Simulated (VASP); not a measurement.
The system is KI.

```
K I
1.0
     0.00000    3.54429    3.54429
     3.54429    0.00000    3.54429
     3.54429    3.54429    0.00000
K I
1 1
Direct
  0.00000 0.00000 0.00000
  0.50000 0.50000 0.50000
```

Base run:

| Quantity | Value |
| --- | --- |
| Program | VASP 6.6.1 |
| Functional | PBE |
| Potentials or basis | VASP PAW PBE potentials, release 64 (K_sv, I) |
| Cutoff | 520 eV |
| k mesh | 4 × 4 × 4 |
| Occupations | gaussian, width 0.01 eV |
| Spin | no spin polarisation |

Its results: band gap on the k mesh 3.94 eV, direct; pressure 0.5 GPa.

Q: The run is repeated on the same cell with these changes: functional from PBE to r2SCAN. What comes out?

A: Band gap on the k mesh 4.58 eV, direct; pressure 0.0 GPa.

r2SCAN gives the wider gap, since meta-GGAs in the generalised Kohn-Sham scheme recover part of the derivative discontinuity.

Caveats: spin-orbit coupling is left out, which moves the levels of the heavy elements; the PAW data sets were made with another functional, which shifts forces and pressure a little (some runs).

